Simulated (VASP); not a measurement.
Input of a VASP 6.6.1 run:

Contents of INCAR:

```
PREC = Accurate
ENCUT = 520
EDIFF = 1E-7
ISMEAR = 0
SIGMA = 0.1
LREAL = F
LASPH = T
NELM = 80
ALGO = Fast
ISIF = 2
LWAVE = F
LCHARG = F
GGA = PE
NBANDS = 18
```

KPOINTS

```
regular mesh
0
Gamma
  18 18 10
```

The input POSCAR:

```
Ag
1.0
    2.9528227654      0.0000000000      0.0000000000
   -1.4764113827      2.5572195278      0.0000000000
    0.0000000000      0.0000000000      5.1147141000
Ag
2
Direct
    0.3333333333      0.6666666667      0.2500000000
    0.6666666667      0.3333333333      0.7500000000
```

Potentials or basis: VASP PAW PBE potentials, release 64 (Ag).

Run with:

```bash
$ cat potpaw_PBE.64/Ag/POTCAR > POTCAR
$ mpirun -np 1 vasp_std > vasp.out
```

What does it give for the pressure?

-5.3 GPa.

Predict the band gap on the k mesh.

zero (band 11 reaches 10.88 eV, above the bottom of band 12 at 3.54 eV).

Stress tensor (GPa, compression positive):
```
-4.16  0.00  0.00
 0.00 -4.16  0.00
 0.00  0.00 -7.51
```

Caveat: the cell differs from its parent crystal (strained).
